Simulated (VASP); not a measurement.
A run of VASP 6.6.1 is set up as follows.

Contents of INCAR:

```
PREC = Accurate ; ENCUT = 600
EDIFF = 1E-6 ; ISMEAR = 0
SIGMA = 0.1 ; LREAL = False
LASPH = True ; NELM = 80
ALGO = Fast ; ISIF = 3
LWAVE = False ; LCHARG = False
GGA = PE ; IBRION = 2
NSW = 100 ; EDIFFG = -0.01
```

File KPOINTS:

```
regular mesh
0
Gamma
  18 18 8
```

File POSCAR:

```
Zn2NF
1.0
    3.1028361364      0.0000000000      0.0000000000
   -1.5514180682      2.6871349179      0.0000000000
    0.0000000000      0.0000000000      5.5571914159
Zn N F
2 1 1
Direct
    0.3333333333      0.6666666667      0.7909959202
    0.3333333333      0.6666666667      0.2090040798
    0.6666666667      0.3333333333      0.0000000000
    0.0000000000      0.0000000000      0.5000000000
```

Potentials or basis: VASP PAW PBE potentials, release 64 (Zn, N, F).

Command:

```console
$ cat potpaw_PBE.64/Zn/POTCAR potpaw_PBE.64/N/POTCAR potpaw_PBE.64/F/POTCAR > POTCAR
$ mpirun -np 1 vasp_std > vasp.out
```

**Question.** What does it give for the relaxed volume?

**Answer.** 11.62 Å³/atom.

**Question.** Predict the relaxed cell.

**Answer.** a = 3.107 Å, b = 3.107 Å, c = 5.558 Å, α = 90.00°, β = 90.00°, γ = 120.00°.

**Question.** Predict the band gap on the k mesh.

**Answer.** Zero (bands 18 and 19 overlap by 0.14 eV).

**Question.** Estimate the space group after relaxing (to 0.1 Å).

**Answer.** P-6m2 (No. 187).

Step by step:
```
step  energy change (eV)  largest force (eV/Å)  pressure (GPa)  volume (Å³)
   1              0.0000                0.0310            0.28        46.33
   2             -0.0003                0.0023           -0.05        46.47
```

Caveat: semilocal functionals underestimate gaps, and a narrow one can read as zero.
